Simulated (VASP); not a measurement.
# BiTe: single point with PBE

Crystal: BiTe.

```
Bi Te
1.0
     5.64208    0.00000    0.00000
     0.00000    5.64208    0.00000
     0.00000    0.00000    4.20247
Bi Te
2 2
Direct
  0.50000 0.00000 0.34102
  0.00000 0.50000 0.65898
  0.00000 0.00000 0.00000
  0.50000 0.50000 0.00000
```

```yaml
Program: VASP 6.6.1
Task: single point
Functional: PBE
Potentials_or_basis: VASP PAW PBE potentials, release 64 (Bi_d, Te)
Cutoff: 520 eV
k_mesh: 6 × 6 × 8
Occupations: gaussian, width 0.05 eV
Spin: no spin polarisation
Dipole_correction: no
Further_INCAR_settings: ALGO = Normal; EDIFF = 1e-06; NBANDS = 29
```

| Property | Result |
| --- | --- |
| Pressure | -0.5 GPa |
| Band gap on the k mesh | zero (bands 21 and 22 overlap by 2.71 eV) |

Levels at points of the mesh, in eV from the Fermi level:
| k point | band 19 | band 20 | band 21 | band 22 | band 23 | band 24 |
| --- | --- | --- | --- | --- | --- | --- |
| (0.00, 0.00, 0.00) | -2.16 | -0.84 | -0.24 | 1.41 | 2.64 | 2.64 |
| (0.50, 0.00, 0.00) | -1.84 | -1.84 | 0.06 | 0.06 | 1.68 | 1.68 |
| (0.50, 0.50, 0.00) | -1.05 | -1.05 | -0.94 | -0.94 | 0.58 | 0.58 |
| (0.00, 0.00, 0.50) | -2.79 | -2.79 | -1.18 | -1.11 | -0.51 | -0.51 |
| (0.50, 0.00, 0.50) | -3.14 | -3.14 | -0.14 | -0.14 | 0.72 | 0.72 |
| (0.50, 0.50, 0.50) | -0.76 | -0.76 | 1.09 | 1.09 | 1.93 | 1.93 |

It took 110 s on 1 thread of Intel(R) Xeon(R) 6975P-C (Granite Rapids) (shared host), peak memory 0.33 GiB.

Caveat: spin-orbit coupling is left out, which moves the levels of the heavy elements.
